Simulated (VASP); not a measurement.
Input of a VASP 6.6.1 run:

POSCAR

```
Ge
1.0
    3.9975860000      0.0000000000      0.0000000000
   -1.9987930000      3.4620110000      0.0000000000
    0.0000000000      0.0000000000      6.5993780000
Ge
4
Direct
    0.6666666667      0.3333333333      0.0629010000
    0.3333333333      0.6666666667      0.5629010000
    0.6666666667      0.3333333333      0.4370990000
    0.3333333333      0.6666666667      0.9370990000
```

File INCAR.step1:

```
SYSTEM = Ge
ALGO = Normal
EDIFF = 1E-4
ENCUT = 520
GGA = PE
ISMEAR = 1
LASPH = .TRUE.
LCHARG = .FALSE.
LREAL = .FALSE.
LWAVE = .TRUE.
NBANDS = 36
NELM = 100
PREC = Accurate
SIGMA = 0.15
```

INCAR.step2

```
SYSTEM = Ge
ALGO = Normal
EDIFF = 1E-7
ENCUT = 520
ISIF = 2
ISMEAR = 1
ISTART = 1
IVDW = 12
LASPH = .TRUE.
LCHARG = .FALSE.
LMIXTAU = .TRUE.
LREAL = .FALSE.
LWAVE = .FALSE.
METAGGA = R2SCAN
NBANDS = 36
NELM = 100
PREC = Accurate
SIGMA = 0.15
VDW_A1 = 0.49484001
VDW_A2 = 5.73083694
VDW_S6 = 1.0
VDW_S8 = 0.78981345
```

Contents of KPOINTS:

```
k-points
0
G
  6 6 3
  0 0 0
```

Potentials or basis: VASP PAW PBE potentials, release 64 (Ge_d).

Command:

```bash
$ cat potpaw_PBE.64/Ge_d/POTCAR > POTCAR
$ cp INCAR.step1 INCAR
$ mpirun -np 1 vasp_std > vasp.out
$ cp INCAR.step2 INCAR
$ mpirun -np 1 vasp_std > vasp.out
```

(1) What does it give for the dispersion energy per atom?

(2) Estimate the pressure.

## Answers

(1) -0.138 eV.

(2) -0.9 GPa.

Caveat: three body term missing; the PAW data sets were made with another functional, which shifts forces and pressure a little.
